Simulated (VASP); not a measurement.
# Sn7O16 (P1) in VASP: a series of runs

Sn7O16 is run at these levels: PBE; tasks: single point.

All numbers are computed with VASP 6.6.1; they aren't measurements. Logs are shortened: lines on timing, memory, paths and dates and some standing lists are left out, and cuts for length are marked.

### Step 1. The cell of the first run

The typed cell holds 23 atoms: a = 6.497 Å, b = 6.869 Å, c = 6.859 Å, α = 89.99°, β = 90.02°, γ = 89.95°.

### Step 2. Single point, PBE

Contents of INCAR:

```
SYSTEM = Sn7O16
PREC = Accurate
ENCUT = 520
EDIFF = 1E-6
ISMEAR = 0
SIGMA = 0.1
LREAL = Auto
LASPH = .True.
NELM = 60
ALGO = Normal
ISIF = 2
LWAVE = .False.
LCHARG = .False.
GGA = PE
NBANDS = 114
ISYM = 0
```

Contents of KPOINTS:

```
Automatic mesh
0
Gamma
  2 2 2
  0.5 0.5 0.5
```

Contents of POSCAR:

```
Sn7O16
1.0
    6.4974334208      0.0027167175     -0.0009992885
    0.0028637305      6.8690202859      0.0008519494
   -0.0010533739      0.0008519572      6.8585088944
Sn O
7 16
Direct
   -0.0000974243      0.7490480868      0.2497207900
    0.4996856673      0.2491055134      0.7499286637
    0.9996506489      0.2489069396      0.7500612232
    0.2477348899      0.2490110694      0.2498096070
    0.7483448644      0.7491062312      0.7490562871
    0.7516657998      0.2492317907      0.2501917561
    0.2508041562      0.7489164265      0.7511080504
    0.2488967540      0.2489355125      0.9421516968
    0.7676155881      0.7490171593      0.4520022557
    0.4995258920      0.4302900842      0.2503069220
    0.9995047670      0.9462825985      0.7500300622
    0.7505853276      0.2489217997      0.9423786249
    0.2307497172      0.7483100527      0.4539773692
    0.4998696159      0.0678675301      0.2500953356
    0.9994881055      0.5516347089      0.7505482579
   -0.0003686625      0.4408137838      0.2498757485
    0.4994704178      0.9435986802      0.7496289863
    0.9998245690      0.0572902219      0.2501336781
    0.4997800911      0.5545386736      0.7500148035
    0.7505644457      0.2491291821      0.5577989904
    0.2324569015      0.7488739477      0.0479821160
    0.2486248032      0.2490893911      0.5576518335
    0.7683920134      0.7493468166      0.0462589911
```

Potentials or basis: VASP PAW PBE potentials, release 64 (Sn_d, O).

Command:

```sh
$ cat potpaw_PBE.64/Sn_d/POTCAR potpaw_PBE.64/O/POTCAR > POTCAR
$ mpirun -np 1 vasp_std > vasp.out
```

OUTCAR:

```text
SYSTEM = Sn7O16
   PREC = Accurate
   ENCUT = 520
   EDIFF = 1E-6
   ISMEAR = 0
   LREAL = Auto
   LASPH = .True.
   NELM = 60
   ISIF = 2
   GGA = PE
   ISYM = 0

 ion  position               nearest neighbor table
   1  1.000  0.749  0.250-  21 2.05   9 2.05  23 2.05  13 2.05  16 2.12  18 2.12
   2  0.500  0.249  0.750-   8 2.10  20 2.10  12 2.10  22 2.10  19 2.10  17 2.10   3 3.25   3 3.25

   3  1.000  0.249  0.750-  11 2.08  15 2.08  20 2.09   8 2.09  22 2.09  12 2.09   2 3.25   2 3.25

   4  0.248  0.249  0.250-  14 2.06  10 2.06  16 2.08  18 2.08   8 2.11  22 2.11   6 3.22   6 3.27

   5  0.748  0.749  0.749-   9 2.04  23 2.04  17 2.10  19 2.10  15 2.12  11 2.12   7 3.23   7 3.26

   6  0.752  0.249  0.250-  10 2.06  14 2.06  16 2.08  18 2.08  20 2.11  12 2.11   4 3.22   4 3.27

   7  0.251  0.749  0.751-  21 2.04  13 2.04  19 2.10  17 2.10  11 2.12  15 2.12   5 3.23   5 3.26

   8  0.249  0.249  0.942-   3 2.09   2 2.10   4 2.11
   9  0.768  0.749  0.452-   5 2.04   1 2.05
  10  0.500  0.430  0.250-   6 2.06   4 2.06
  11  1.000  0.946  0.750-   3 2.08   7 2.12   5 2.12
  12  0.751  0.249  0.942-   3 2.09   2 2.10   6 2.11
  13  0.231  0.748  0.454-   7 2.04   1 2.05
  14  0.500  0.068  0.250-   4 2.06   6 2.06
  15  0.999  0.552  0.751-   3 2.08   5 2.12   7 2.12
  16  1.000  0.441  0.250-   4 2.08   6 2.08   1 2.12
  17  0.499  0.944  0.750-   5 2.10   7 2.10   2 2.10
  18  1.000  0.057  0.250-   4 2.08   6 2.08   1 2.12
  19  0.500  0.555  0.750-   7 2.10   5 2.10   2 2.10
  20  0.751  0.249  0.558-   3 2.09   2 2.10   6 2.11
  21  0.232  0.749  0.048-   7 2.04   1 2.05
  22  0.249  0.249  0.558-   3 2.09   2 2.10   4 2.11
  23  0.768  0.749  0.046-   5 2.04   1 2.05

IMPORTANT INFORMATION: All symmetrisations will be switched off!
NOSYMM: (Re-)initialisation of all symmetry stuff for point group C_1.

----------------------------------------------------------------------------------------

                                     Primitive cell

  volume of cell :     306.1021

  direct lattice vectors                    reciprocal lattice vectors
     6.497433421  0.002716718 -0.000999289     0.153906956 -0.000064168  0.000023646
     0.002863730  6.869020286  0.000851949    -0.000060873  0.145581196 -0.000018093
    -0.001053374  0.000851957  6.858508894     0.000022432 -0.000018093  0.145804293

  length of vectors
     6.497434066  6.869020936  6.858509028     0.153906971  0.145581210  0.145804296

  position of ions in fractional coordinates (direct lattice)
     0.999902576  0.749048087  0.249720790
     0.499685667  0.249105513  0.749928664
     0.999650649  0.248906940  0.750061223
     0.247734890  0.249011069  0.249809607
     0.748344864  0.749106231  0.749056287
     0.751665800  0.249231791  0.250191756
[... 15 lines left out ...]
     0.248624803  0.249089391  0.557651834
     0.768392013  0.749346817  0.046258991

  ion indices of the primitive-cell ions
   primitive index   ion index
                 1           1
                 2           2
                 3           3
                 4           4
                 5           5
                 6           6
[... 15 lines left out ...]
                22          22
                23          23

----------------------------------------------------------------------------------------

 KPOINTS: Automatic mesh

Automatic generation of k-mesh.
 Grid dimensions read from file:
 generate k-points for:    2    2    2

 Generating k-lattice:

  Cartesian coordinates                     Fractional coordinates (reciprocal lattice)
     0.076953478 -0.000032084  0.000011823     0.500000000 -0.000000000  0.000000000
    -0.000030437  0.072790598 -0.000009047    -0.000000000  0.500000000 -0.000000000
     0.000011216 -0.000009047  0.072902146     0.000000000 -0.000000000  0.500000000

  Length of vectors
     0.076953485  0.072790605  0.072902148

  Shift w.r.t. Gamma in fractional coordinates (k-lattice)
     0.500000000  0.500000000  0.500000000

 Subroutine IBZKPT returns following result:
 ===========================================

 Found      4 irreducible k-points:

 Following reciprocal coordinates:
            Coordinates               Weight
  0.250000  0.250000  0.250000      2.000000
 -0.250000  0.250000  0.250000      2.000000
  0.250000 -0.250000  0.250000      2.000000
 -0.250000 -0.250000  0.250000      2.000000
   k-points           NKPTS =      4   k-points in BZ     NKDIM =      4   number of bands    NBANDS=    114
   number of dos      NEDOS =    301   number of ions     NIONS =     23
   total plane-waves  NPLWV = 139968
   dimension x,y,z NGX =    48 NGY =   54 NGZ =   54
   dimension x,y,z NGXF=    96 NGYF=  108 NGZF=  108
   ions per type =               7  16
   NGX,Y,Z   is equivalent  to a cutoff of  12.28, 13.07, 13.09 a.u.
   NGXF,Y,Z  is equivalent  to a cutoff of  24.56, 26.14, 26.18 a.u.
 SYSTEM =  Sn7O16
   PREC   = accura    normal or accurate (medium, high low for compatibility)
   ISTART =      0    job   : 0-new  1-cont  2-samecut
   ICHARG =      2    charge: 1-file 2-atom 10-const
   ISPIN  =      1    spin polarized calculation?
   LNONCOLLINEAR =      F non collinear calculations
   LSORBIT =      F    spin-orbit coupling
   LASPH  =      T    aspherical Exc in radial PAW
   ENCUT  =  520.0 eV  38.22 Ry    6.18 a.u.  12.08 12.77 12.75*2*pi/ulx,y,z
   NELM   =     60;   NELMIN=  2; NELMDL= -5     # of ELM steps
   EDIFF  = 0.1E-05   stopping-criterion for ELM
   LREAL  =      T    real-space projection
   EDIFFG = 0.1E-04   stopping-criterion for IOM
   NSW    =      0    number of steps for IOM
   IBRION =     -1    ionic relax: 0-MD 1-quasi-New 2-CG
   NFREE  =      0    steps in history (QN), initial steepest desc. (CG)
   ISIF   =      2    stress and relaxation
   ISYM   =      0    0-nonsym 1-usesym 2-fastsym
   POTIM  = 0.5000    time-step for ionic-motion
   TEBEG  =    0.0;   TEEND  =   0.0 temperature during run
   PSTRESS=    0.0 pullay stress
   NELECT =     194.0000    total number of electrons
   NUPDOWN=      -1.0000    fix difference up-down
   EMIN   =  10.00;   EMAX   =-10.00  energy-range for DOS
   EFERMI =   0.00;   METHOD = LEGACY
   ISMEAR =     0;   SIGMA  =   0.10  broadening in eV -4-tet -1-fermi 0-gaus
   EFERMI_NEDOS =   21; number of points for ismear=-14 and -15
   IALGO  =     38    algorithm
   IMIX   =      4    mixing-type and parameters
     AMIX     =   0.40;   BMIX     =  1.00
     AMIX_MAG =   1.60;   BMIX_MAG =  1.00
  volume/ion in A,a.u.               =      13.31        89.81
  Fermi-wavevector in a.u.,A,eV,Ry     =   1.406220  2.657371 26.904911  1.977455
  Thomas-Fermi vector in A             =   2.528602
   LORBIT       =      0    0 simple, 1 ext, 2 COOP (PROOUT), +10 PAW based schemes
   GGA     = PE    functional components
   LHFCALC =     F    Hartree Fock is set to
   AEXX    =    0.0000 exact exchange contribution
   IVDW    =     0    specifies the selected vdW correction
   LEPSILON=     F    determine dielectric tensor
   LRPA    =     F    only Hartree local field effects (RPA)
 non-spin polarized calculation
 Gauss-broadening in eV      SIGMA  =   0.10
  energy-cutoff  :      520.00
  volume of cell :      306.10
 maximum number of plane-waves:      8226
   NGX = 25   NGY = 25   NGZ = 25

 number of electron     194.0000072 magnetization

 Free energy of the ion-electron system (eV)
  ---------------------------------------------------
  ext. energy  EPLUGINS =         0.00000000
  ---------------------------------------------------
  free energy    TOTEN  =      -133.28147575 eV

  energy without entropy =     -133.16130543  energy(sigma->0) =     -133.22139059

 E-fermi :   3.7404     XC(G=0): -10.4589

 val. band max:        3.7074171121   @ k =   0.2500  -0.2500   0.2500
 cond. band min:       3.7935424174   @ k =   0.2500  -0.2500   0.2500
 fundamental gap:      0.0861253053
 Fermi energy:         3.7404461134

 k-point     1 :       0.2500    0.2500    0.2500
  band No.  band energies     occupation
      1     -16.8512      2.00000
      2     -16.8322      2.00000
      3     -16.7504      2.00000
      4     -16.7341      2.00000
      5     -16.6333      2.00000
      6     -16.4911      2.00000
[... 101 lines left out ...]
    108      11.2179      0.00000
    109      11.6503      0.00000

 k-point     2 :      -0.2500    0.2500    0.2500
  band No.  band energies     occupation
      1     -16.8509      2.00000
      2     -16.8322      2.00000
      3     -16.7504      2.00000
      4     -16.7346      2.00000
      5     -16.6330      2.00000
      6     -16.4896      2.00000
[... 101 lines left out ...]
    108      11.2174      0.00000
    109      11.6499      0.00000

 k-point     3 :       0.2500   -0.2500    0.2500
  band No.  band energies     occupation
      1     -16.8512      2.00000
      2     -16.8320      2.00000
      3     -16.7505      2.00000
      4     -16.7346      2.00000
      5     -16.6331      2.00000
      6     -16.4912      2.00000
[... 101 lines left out ...]
    108      11.2161      0.00000
    109      11.6527      0.00000

 k-point     4 :      -0.2500   -0.2500    0.2500
  band No.  band energies     occupation
      1     -16.8509      2.00000
      2     -16.8324      2.00000
      3     -16.7504      2.00000
      4     -16.7341      2.00000
      5     -16.6332      2.00000
      6     -16.4895      2.00000
[... 101 lines left out ...]
    108      11.2150      0.00000
    109      11.6519      0.00000
 [bands above 109 left out]

------------------------ aborting loop because EDIFF is reached ----------------------------------------

  FORCE on cell =-STRESS in cart. coord.  units (eV):
  Direction    XX          YY          ZZ          XY          YZ          ZX
  --------------------------------------------------------------------------------------
  -------------------------------------------------------------------------------------
  Total        1.5588339      1.0493085      1.0237022     -0.0667373     -0.0211829     -0.0254031
  in kB        8.1591359      5.4922151      5.3581883     -0.3493115     -0.1108739     -0.1329630
  external PRESSURE =       6.3365131 kB  Pullay stress =       0.0000000 kB

 VOLUME and BASIS-vectors are now :
 -----------------------------------------------------------------------------
  energy-cutoff  :      520.00
  volume of cell :      306.10
      direct lattice vectors                 reciprocal lattice vectors
     6.497433421  0.002716718 -0.000999289     0.153906956 -0.000064168  0.000023646
     0.002863730  6.869020286  0.000851949    -0.000060873  0.145581196 -0.000018093
    -0.001053374  0.000851957  6.858508894     0.000022432 -0.000018093  0.145804293

 POSITION                                       TOTAL-FORCE (eV/Angst)
 -----------------------------------------------------------------------------------
      6.49868      5.14816      1.71235        -0.002467     -0.005338      0.010297
      3.24660      1.71311      5.14311        -0.004967     -0.008295     -0.000842
      6.49509      1.71310      5.14351         0.001993      0.006315     -0.001811
      1.61009      1.71135      1.71329        -0.040570     -0.003753      0.012939
      4.86368      5.14830      5.13730        -0.011502     -0.000607      0.002190
      4.88435      1.71423      1.71540         0.043890     -0.012858     -0.010239
[... 15 lines left out ...]
      1.61555      1.71215      3.82462         0.001117      0.003305     -0.025241
      4.99467      5.14941      0.31714        -0.025836      0.001901      0.020064
 -----------------------------------------------------------------------------------
    total drift:                               -0.012515     -0.019924      0.001791

  FREE ENERGIE OF THE ION-ELECTRON SYSTEM (eV)
  ---------------------------------------------------
  free  energy   TOTEN  =      -133.2814757482 eV

  energy  without entropy=     -133.1613054303  energy(sigma->0) =     -133.22139059
```

Run time: 4 min. Hardware: 1 thread of AMD EPYC 9R45 (Zen 5), shared host; peak memory 0.35 GiB.

Results:

* Free energy: -133.2815 eV
* Pressure: 0.6 GPa
* Largest force: 0.072 eV/Å
* Band gap on the k mesh: 0.09 eV, direct

Forces on the atoms (eV/Å):
```
Sn  -0.002 -0.005  0.010
Sn  -0.005 -0.008 -0.001
Sn   0.002  0.006 -0.002
Sn  -0.041 -0.004  0.013
Sn  -0.012 -0.001  0.002
Sn   0.044 -0.013 -0.010
Sn   0.008 -0.001 -0.018
O   -0.005  0.004  0.038
O   -0.027 -0.001 -0.011
O   -0.008  0.072 -0.004
O    0.005  0.002  0.000
O   -0.001  0.003  0.028
O    0.022  0.004 -0.025
O    0.008 -0.064  0.000
O    0.006 -0.001 -0.007
O   -0.002  0.011 -0.002
O    0.001  0.012  0.004
O    0.000 -0.008 -0.002
O   -0.001 -0.014  0.001
O    0.004  0.002 -0.031
O    0.029  0.001  0.021
O    0.001  0.003 -0.025
O   -0.026  0.002  0.020
```

Stress tensor (GPa, compression positive):
```
 0.82 -0.03 -0.01
-0.03  0.55 -0.01
-0.01 -0.01  0.54
```

Levels at points of the mesh, in eV from the valence-band top:
```
           k point  band 93  band 94  band 95  band 96  band 97  band 98  band 99  band 100  band 101  band 102
(0.25, 0.25, 0.25)    -0.30    -0.25    -0.19    -0.15     0.00     0.09     0.12      3.20      4.78      5.01
```

Caveat: spin-orbit coupling is left out, which moves the levels of the heavy elements. A k mesh can miss the band edges.

### Step 3. Single point, PBE

Contents of INCAR:

```
  ALGO = Normal
  EDIFF = 1E-6
  ENCUT = 520
  GGA = PE
  ISIF = 2
  ISMEAR = 0
  ISYM = 0
  LASPH = True
  LCHARG = True
  LELF = True
  LREAL = Auto
  LVHAR = True
  LWAVE = False
  NBANDS = 114
  NELM = 80
  PREC = Accurate
  SIGMA = 0.1
```

Contents of KPOINTS:

```
k-points
0
Gamma
  3 3 3
```

Contents of POSCAR:

```
Sn7O16
1.0
    6.5046342175      0.0009739808     -0.0006427740
    0.0010261001      6.8648746103     -0.0003238692
   -0.0006783170     -0.0003221566      6.8561365717
Sn O
7 16
Direct
    0.9998205962      0.7490439754      0.2498084332
    0.4996655522      0.2490570899      0.7499580121
    0.9996670224      0.2489747350      0.7500493808
    0.2475188809      0.2489716924      0.2499402648
    0.7481000201      0.7490700695      0.7492150448
    0.7518624315      0.2491356276      0.2500636697
    0.2511461883      0.7489984930      0.7509419988
    0.2487772325      0.2489699276      0.9422498775
    0.7675665372      0.7489468992      0.4518968245
    0.4995826828      0.4297717822      0.2501595470
    0.9996439351      0.9459681465      0.7500479524
    0.7506167505      0.2489242968      0.9422746822
    0.2308617486      0.7485473506      0.4534901545
    0.4997934942      0.0682866871      0.2500752870
    0.9995386180      0.5520563426      0.7503124040
    0.9996809813      0.4406605082      0.2498607583
    0.4996483098      0.9435471079      0.7498095032
    0.9997364750      0.0573787548      0.2500825391
    0.4996839310      0.5545316063      0.7500475182
    0.7506474615      0.2490723277      0.5577646106
    0.2323302914      0.7490148006      0.0481815024
    0.2486118408      0.2490824208      0.5577587125
    0.7682679673      0.7492555585      0.0467233716
```

Potentials or basis: VASP PAW PBE potentials, release 64 (Sn_d, O).

Command:

```sh
$ cat potpaw_PBE.64/Sn_d/POTCAR potpaw_PBE.64/O/POTCAR > POTCAR
$ mpirun -np 1 vasp_std > vasp.out
```

It took 12 min on 1 thread of AMD EPYC 9R45 (Zen 5), shared host; peak memory 0.5 GiB.

It converged, with:

```
Free energy            : -133.2811 eV
Pressure               : 0.5 GPa
Largest force          : 0.058 eV/Å
Band gap on the k mesh : zero (band 97 reaches 3.76 eV, above the bottom of band 98 at 3.73 eV)
```

Forces in eV/Å, atoms in the order of the input:
```
Sn  -0.001 -0.006  0.006
Sn   0.003 -0.002  0.001
Sn   0.001  0.004  0.001
Sn  -0.047  0.000  0.007
Sn  -0.009 -0.003  0.004
Sn   0.048 -0.011 -0.003
Sn   0.009 -0.004 -0.013
O   -0.005  0.003  0.035
O   -0.028 -0.001 -0.022
O   -0.002  0.058  0.000
O    0.001  0.010  0.000
O    0.005  0.004  0.038
O    0.025  0.003 -0.028
O    0.001 -0.052  0.000
O    0.004 -0.014 -0.002
O   -0.003  0.025  0.000
O   -0.005  0.022  0.002
O   -0.001 -0.022 -0.001
O    0.001 -0.019  0.000
O    0.004  0.003 -0.035
O    0.027  0.000  0.025
O   -0.003  0.002 -0.037
O   -0.025  0.000  0.023
```

Stress tensor (GPa, compression positive):
```
 0.66 -0.01 -0.01
-0.01  0.38  0.00
-0.01  0.00  0.50
```

Levels at points of the mesh, in eV from the Fermi level:
| k point | band 95 | band 96 | band 97 | band 98 | band 99 | band 100 |
| --- | --- | --- | --- | --- | --- | --- |
| (0.00, 0.00, 0.00) | -0.26 | -0.11 | -0.04 | 0.01 | 0.34 | 1.58 |

Caveat: spin-orbit coupling is left out, which moves the levels of the heavy elements.
